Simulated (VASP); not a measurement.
AlNi:

```
Al Ni
1.0
     2.88100    0.00000    0.00000
     0.00000    2.88100    0.00000
     0.00000    0.00000    2.88100
Al Ni
1 1
Cartesian
  0.0000 0.0000 0.0000
  1.4405 1.4405 1.4405
```

```yaml
Program: VASP 6.6.1
Task: relaxation of cell and atoms
Functional: r2SCAN
Potentials_or_basis: VASP PAW PBE potentials, release 64 (Al, Ni)
Cutoff: 600 eV
k_mesh: 12 × 12 × 12
Occupations: fermi-dirac, width 0.05 eV
Spin: no spin polarisation
```

At the start: pressure -3.4 GPa; volume 11.96 Å³/atom.

How do energy, volume and symmetry change on relaxing?

Over 9 steps the energy falls by 2.6 meV/atom and the volume is 11.72 Å³/atom (-2.0 %); space group Pm-3m (No. 221, to 0.1 Å) before and after.

The path:
| step | energy change (eV) | largest force (eV/Å) | pressure (GPa) | volume (Å³) |
| --- | --- | --- | --- | --- |
| 1 | 0.0000 | 0.0000 | -3.39 | 23.91 |
| 2 | -0.0014 | 0.0000 | 3.09 | 23.05 |
| 3 | -0.0051 | 0.0000 | 0.05 | 23.44 |
| 4 | -0.0051 | 0.0000 | -0.07 | 23.45 |
| 5 | -0.0051 | 0.0000 | -0.07 | 23.45 |
| 6 | -0.0051 | 0.0000 | -0.07 | 23.45 |
| 7 | -0.0051 | 0.0000 | -0.05 | 23.45 |
| 8 | -0.0051 | 0.0000 | -0.04 | 23.45 |
| 9 | -0.0051 | 0.0000 | -0.02 | 23.45 |

Final structure:
```cif
data_structure
_symmetry_space_group_name_H-M 'P 1'
_symmetry_Int_Tables_number 1
_cell_length_a 2.8621
_cell_length_b 2.8621
_cell_length_c 2.8621
_cell_angle_alpha 90.000
_cell_angle_beta 90.000
_cell_angle_gamma 90.000
_cell_volume 23.45
loop_
_atom_site_label
_atom_site_type_symbol
_atom_site_fract_x
_atom_site_fract_y
_atom_site_fract_z
_atom_site_occupancy
Al1 Al 0.00000 0.00000 0.00000 1
Ni1 Ni 0.50000 0.50000 0.50000 1
```

Caveat: the PAW data sets were made with another functional, which shifts forces and pressure a little.
